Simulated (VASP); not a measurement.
Input of a VASP 6.6.1 run:

Contents of INCAR:

```
PREC = Accurate ; ENCUT = 520
EDIFF = 1E-6 ; ISMEAR = 0
SIGMA = 0.05 ; LREAL = Auto
LASPH = True ; NELM = 80
ALGO = Normal ; ISIF = 2
LWAVE = False ; LCHARG = False
GGA = PE ; NBANDS = 104
```

Contents of KPOINTS:

```
regular mesh
0
Gamma
  3 3 2
```

Contents of POSCAR:

```
LiY16
1.0
   -3.6500000000     -6.3219850000      0.0000000000
    5.4750000000     -3.1609930000      0.0000000000
    0.0000000000      0.0000000000     11.4683000000
Y Li
16 1
Direct
    0.7086572872      0.4669287226     -0.0069679584
    0.5002277793      0.3230922843      0.2518032106
    0.7500509736      0.5031879913      0.4930667764
    0.5002151561      0.3231957440      0.7342376693
    0.5002997298     -0.0146858896     -0.0069569172
    0.2490278573      0.8339156578      0.2342669244
    0.5002488096     -0.0060281401      0.4930199592
    0.2489885497      0.8339764204      0.7517654085
    0.2917761898      0.4671551471     -0.0069511637
    0.0002511953      0.3420291806      0.2462450478
    0.2504175288      0.5031658462      0.4930641347
    0.0002305304      0.3419803664      0.7398676280
    0.0003508775      0.0741006919     -0.0069478058
    0.7514865880      0.8339224079      0.2342302754
    0.0002379583     -0.0007703533      0.4929527771
    0.7514994602      0.8340041875      0.7517776413
    0.0001606190      0.6743200650     -0.0071915577
```

Potentials or basis: VASP PAW PBE potentials, release 64 (Y_sv, Li_sv).

Command:

```sh
$ cat potpaw_PBE.64/Y_sv/POTCAR potpaw_PBE.64/Li_sv/POTCAR > POTCAR
$ mpirun -np 1 vasp_std > vasp.out
```

Task: What does it give for the largest force?

Result: 0.007 eV/Å.

Task: Predict the band gap on the k mesh.

Result: Zero (an odd number of electrons rules out a gap without spin polarisation).

Forces on the atoms (eV/Å):
```
Y   -0.002  0.001  0.000
Y    0.002 -0.001  0.000
Y    0.000  0.000 -0.001
Y    0.001  0.000  0.003
Y    0.004 -0.001 -0.002
Y    0.000  0.000  0.001
Y    0.001 -0.001  0.000
Y    0.000 -0.001  0.001
Y   -0.007  0.001  0.000
Y   -0.001  0.001 -0.004
Y    0.000  0.000 -0.001
Y    0.000  0.000  0.002
Y    0.006 -0.002  0.001
Y    0.000  0.000  0.001
Y    0.000  0.000  0.002
Y    0.000  0.000  0.001
Li  -0.006  0.003 -0.003
```
